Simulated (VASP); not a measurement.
Wanted: the native input for a VASP 6.6.1 run.

```yaml
Task: single point
Functional: PBE
Potentials_or_basis: VASP PAW PBE potentials, release 64 (Ga_d, P)
Cutoff: 500 eV
k_mesh: 8 × 8 × 8
Occupations: gaussian, width 0.02 eV
Spin: no spin polarisation
Dipole_correction: no
Further_INCAR_settings: ALGO = Normal; EDIFF = 1e-06; NBANDS = 16
```

The structure of GaP lies in POSCAR:

```
GaP
1.0
    0.0000000000      2.8332150490      2.8332150490
    2.8332150490      0.0000000000      2.8332150490
    2.8332150490      2.8332150490      0.0000000000
Ga P
1 1
Direct
    0.0000000000      0.0000000000      0.0000000000
    0.2500000000      0.2500000000      0.2500000000
```

These files were run (other wordings do the same):

INCAR

```
PREC = Accurate
ENCUT = 500
EDIFF = 1E-6
ISMEAR = 0
SIGMA = 0.02
LREAL = F
LASPH = T
NELM = 120
ALGO = Normal
ISIF = 2
LWAVE = F
LCHARG = T
GGA = PE
LELF = T
LVHAR = T
NBANDS = 16
GGA_COMPAT = F
```

KPOINTS

```
regular mesh
0
Gamma
  8 8 8
```

Potentials or basis: VASP PAW PBE potentials, release 64 (Ga_d, P).

Launch:

```sh
$ cat potpaw_PBE.64/Ga_d/POTCAR potpaw_PBE.64/P/POTCAR > POTCAR
$ mpirun -np 1 vasp_std > vasp.out
```

Results of the run:

```json
{
 "Pressure": "-5.5 GPa",
 "Band gap on the k mesh": "0.89 eV"
}
```

Caveat: the cell stands under tension.

Wall time 9.5 s on 1 thread of Intel(R) Xeon(R) 6975P-C (Granite Rapids), on a shared host, peak memory 0.17 GiB.
